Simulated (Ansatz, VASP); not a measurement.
# NaF: VASP beside Ansatz

```
Na F
1.0
     0.00000    3.18728    5.71450
     1.64461    0.00000    5.71450
     1.64461    3.18728    0.00000
Na F
2 2
Direct
  0.81680 0.81680 0.18320
  0.06680 0.06680 0.43320
  0.18320 0.18320 0.81680
  0.43320 0.43320 0.06680
```

Alike in both runs: task relaxation of cell and atoms; functional PBE; k mesh 8 × 8 × 8; occupations gaussian, width 0.02 eV; no spin polarisation.

|  | VASP | Ansatz |
| --- | --- | --- |
| version | VASP 6.6.1 | Ansatz 0.2.0 |
| potentials or method | VASP PAW PBE potentials, release 64 (Na_pv, F), cutoff 600 eV | scalar-relativistic, plane waves, PAW |
| valence electrons in the cell | 28 | 32 |

Ansatz gave:

| Property | Result |
| --- | --- |
| gap on the k mesh at the Fermi level, each at its own relaxed structure (eV) | 5.38 |
| relaxed volume (Å³/atom) | 15.04 |
| relaxed cell length with the largest relative difference (Å) | 3.578 |

What did VASP give for the same quantities?

gap on the k mesh at the Fermi level, each at its own relaxed structure (eV): 5.38; relaxed volume (Å³/atom): 14.99; relaxed cell length with the largest relative difference (Å): 3.569.

VASP's potentials hold 28 valence electrons a cell and Ansatz's 32, so a difference there can come from the potentials and not from the codes.
